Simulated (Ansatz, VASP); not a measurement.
AlRu2 in VASP and in Ansatz

```
CELL_PARAMETERS angstrom
6.22992 0.00000 0.00000
0.00000 6.22992 0.00000
0.00000 0.00000 2.62208
ATOMIC_POSITIONS crystal
Al 0.00000 0.00000 0.00000
Al 0.50000 0.50000 0.50000
Ru 0.26582 0.26582 0.00000
Ru 0.23418 0.76582 0.50000
Ru 0.73418 0.73418 0.00000
Ru 0.76582 0.23418 0.50000
```

Alike in both runs: functional PBE; k mesh 6 × 6 × 14; occupations gaussian, width 0.1 eV; no spin polarisation.

Ansatz relaxed the structure, and its values are those at the end. VASP's run is a single point on that final structure, the one shown.

|  | VASP | Ansatz |
| --- | --- | --- |
| version | VASP 6.6.1 | Ansatz 0.2.0 |
| potentials or method | VASP PAW PBE potentials, release 64 (Al, Ru_pv), cutoff 520 eV | scalar-relativistic, plane waves, PAW |
| valence electrons in the cell | 62 | 70 |

|  | VASP | Ansatz | Ansatz less VASP |
| --- | --- | --- | --- |
| gap on the k mesh at the Fermi level (eV) | none | none | - |
| pressure (GPa) | 0.0 | 0.0 | 0.00 |

A gap of «none» marks a metal or a gap that the smearing closes. VASP's potentials hold 62 valence electrons a cell and Ansatz's 70, so a difference there can come from the potentials and not from the codes.
